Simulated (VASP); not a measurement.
Input of a VASP 6.6.1 run:

File INCAR:

```
SYSTEM = Cu
PREC = Accurate
ENCUT = 520
EDIFF = 1E-6
ISMEAR = 0
SIGMA = 0.15
LREAL = .False.
LASPH = .True.
NELM = 100
ALGO = Fast
ISIF = 2
LWAVE = .False.
LCHARG = .True.
GGA = PS
LELF = .True.
LVHAR = .True.
NBANDS = 12
```

File KPOINTS:

```
regular mesh
0
Gamma
  24 24 24
  0 0 0
```

Contents of POSCAR:

```
Cu
1.0
    0.0000000000      1.7009226222      2.0411071466
    1.7009226222      0.0000000000      2.0411071466
    1.7009226222      1.7009226222      0.0000000000
Cu
1
Direct
    0.0000000000      0.0000000000      0.0000000000
```

Potentials or basis: VASP PAW PBE potentials, release 64 (Cu).

Run with:

```bash
$ cat potpaw_PBE.64/Cu/POTCAR > POTCAR
$ mpirun -np 1 vasp_std > vasp.out
```

Predict the pressure.

-3.8 GPa.

Stress tensor (GPa, compression positive):
```
  2.04   0.00   0.00
  0.00   2.04   0.00
  0.00   0.00 -15.51
```

Caveat: the PAW data sets were made with another functional, which shifts forces and pressure a little.
